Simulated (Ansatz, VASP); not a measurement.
## CaSe: VASP beside Ansatz

```
CELL_PARAMETERS angstrom
0.00000 2.97024 2.97024
2.97024 0.00000 2.97024
2.97024 2.97024 0.00000
ATOMIC_POSITIONS crystal
Ca 0.00000 0.00000 0.00000
Se 0.50000 0.50000 0.50000
```

Alike in both runs: task single point; functional PBE; k mesh 1 × 1 × 1; occupations methfessel-paxton of order 1, width 0.11 eV; no spin polarisation.

|  | VASP | Ansatz |
| --- | --- | --- |
| version | VASP 6.6.1 | Ansatz 0.2.0 |
| potentials or method | VASP PAW PBE potentials, release 64 (Ca_sv, Se), cutoff 500 eV | scalar-relativistic, plane waves, PAW |
| valence electrons in the cell | 16 | 26 |

|  | VASP | Ansatz | Ansatz less VASP |
| --- | --- | --- | --- |
| gap on the k mesh at the Fermi level (eV) | 1.43 | 1.45 | +0.015 |
| least direct gap on the mesh (eV) | 1.43 | 1.45 | +0.015 |

VASP's potentials hold 16 valence electrons a cell and Ansatz's 26, so a difference there can come from the potentials and not from the codes. Ansatz's warnings: stress scf threshold loose.

The k mesh is coarse, so the values compare programs but aren't converged.
